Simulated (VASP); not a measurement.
Write the native input for VASP 6.6.1 that does the following.

* Task: single point
* Functional: LDA
* Potentials or basis: VASP PAW LDA potentials, release 64 (Ga_d, N_h)
* Cutoff: 910 eV
* k mesh: 8 × 8 × 4
* Occupations: gaussian, width 0.01 eV
* Spin: no spin polarisation
* Dipole correction: no
* Second run: hard_potentials
* Further INCAR settings: ALGO = Normal; EDIFF = 1e-06; NBANDS = 26

The structure of GaN lies in POSCAR:

```
GaN
1.0
    3.1675736490      0.0000000000      0.0000000000
   -1.5837868245      2.7431992484      0.0000000000
    0.0000000000      0.0000000000      5.1259197475
Ga N
2 2
Direct
    0.3333333333      0.6666666667     -0.0013369312
    0.6666666667      0.3333333333      0.4986630688
    0.3333333333      0.6666666667      0.3763369312
    0.6666666667      0.3333333333      0.8763369312
```

This cell differs from its parent crystal: in-plane strain +0.005, then relaxed in part.

One way to write it, as run:

INCAR

```
SYSTEM = GaN
PREC     = Accurate       ! precision mode
ENCUT    = 910            ! plane-wave cutoff, eV
EDIFF    = 1E-6           ! SCF threshold, eV
ISMEAR   = 0              ! smearing method
SIGMA    = 0.01           ! smearing width, eV
LREAL    = .False.        ! projectors in reciprocal space
LASPH    = .True.         ! aspherical terms in the spheres
NELM     = 120            ! most SCF steps
ALGO     = Normal         ! electronic algorithm
ISIF     = 2              ! what is computed and relaxed
LWAVE    = .False.        ! write WAVECAR
LCHARG   = .False.        ! write CHGCAR
NBANDS   = 26             ! bands
GGA_COMPAT= .False.
```

KPOINTS

```
Automatic mesh
0
Gamma
  8 8 4
  0 0 0
```

Potentials or basis: VASP PAW LDA potentials, release 64 (Ga_d, N_h).

Run with:

```bash
$ cat potpaw_LDA.64/Ga_d/POTCAR potpaw_LDA.64/N_h/POTCAR > POTCAR
$ mpirun -np 1 vasp_std > vasp.out
```

It gave:

```json
{
 "Pressure": "-0.3 GPa",
 "Band gap on the k mesh": "2.12 eV, direct"
}
```

Caveat: the cell differs from its parent crystal (in-plane strain +0.005, then relaxed in part); the cutoff is under 1.25 times the usual one of these potentials, so pressure, stress and relaxed cells hold a basis-set (Pulay) error.

It took 71 s on 1 thread of Intel(R) Xeon(R) Platinum 8259CL CPU @ 2.50GHz (Skylake/Cascade Lake) (shared host), peak memory 0.22 GiB.
